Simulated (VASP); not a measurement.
Input of a VASP 6.6.1 run:

Contents of INCAR:

```
PREC = Accurate
ENCUT = 520
EDIFF = 1E-6
ISMEAR = 0
SIGMA = 0.02
LREAL = F
LASPH = T
NELM = 100
ALGO = Normal
ISIF = 2
LWAVE = F
LCHARG = F
GGA = PS
NBANDS = 14
```

Contents of KPOINTS:

```
Automatic mesh
0
Gamma
  8 8 8
```

File POSCAR:

```
NaF
1.0
    0.0000000000      2.3233000000      2.3233000000
    2.3233000000      0.0000000000      2.3233000000
    2.3233000000      2.3233000000      0.0000000000
Na F
1 1
Direct
    0.0299659966     -0.0170748504     -0.0171265011
    0.5000000000      0.5000000000      0.5000000000
```

Potentials or basis: VASP PAW PBE potentials, release 64 (Na_pv, F).

Run with:

```bash
$ cat potpaw_PBE.64/Na_pv/POTCAR potpaw_PBE.64/F/POTCAR > POTCAR
$ mpirun -np 1 vasp_std > vasp.out
```

(1) What does it give for the pressure?

(2) What does it give for the largest force?

Answers

(1) -0.4 GPa.

(2) 0.200 eV/Å.

Caveat: the cell differs from its parent crystal (one atom moved); the PAW data sets were made with another functional, which shifts forces and pressure a little.
